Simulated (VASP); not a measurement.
Runs of VASP 6.6.1 on TlS2. The structure is that of space group P4/mmm (No. 123), or close to it. The cells are those of the table. 

```tsv
task	cell	k mesh	cutoff (eV)	gap on the mesh (eV)	pressure (GPa)	relaxed volume (Å³/atom)
single point	a = 3.621, b = 3.621, c = 5.511 Å, 3 atoms	12 × 12 × 8	520	none	-0.1	-
single point	a = 3.327, b = 3.327, c = 3.996 Å, 3 atoms	6 × 6 × 4	520	none	69.7	-
relaxation of cell and atoms	relaxed from a = 3.327, b = 3.327, c = 3.996 Å, 3 atoms	6 × 6 × 4	600	none	0.1	(b)
single point	a = 3.629, b = 3.629, c = 5.515 Å, 3 atoms	6 × 6 × 4	520	none	-0.2	-
relaxation of cell and atoms	relaxed from a = 3.629, b = 3.629, c = 5.515 Å, 3 atoms	12 × 12 × 8	600	none	0.0	(a)
```

Alike in all rows: level PBE; potentials or basis VASP PAW PBE potentials, release 64 (Tl_d, S); no spin polarisation; smearing gaussian 0.1 eV.

**Question.** Estimate the missing entries.

**Answer.** (a) 24.07; (b) 24.06.

Caveats: some runs use coarse meshes; spin-orbit coupling is left out, which moves the levels of the heavy elements; the volume moved by over 15 % at a fixed basis, so the end points are rough (at least some runs).

A k mesh can miss the band edges, and the runs leave out spin-orbit coupling on Tl.

A gap of «none» marks levels without a gap at the run's occupations.
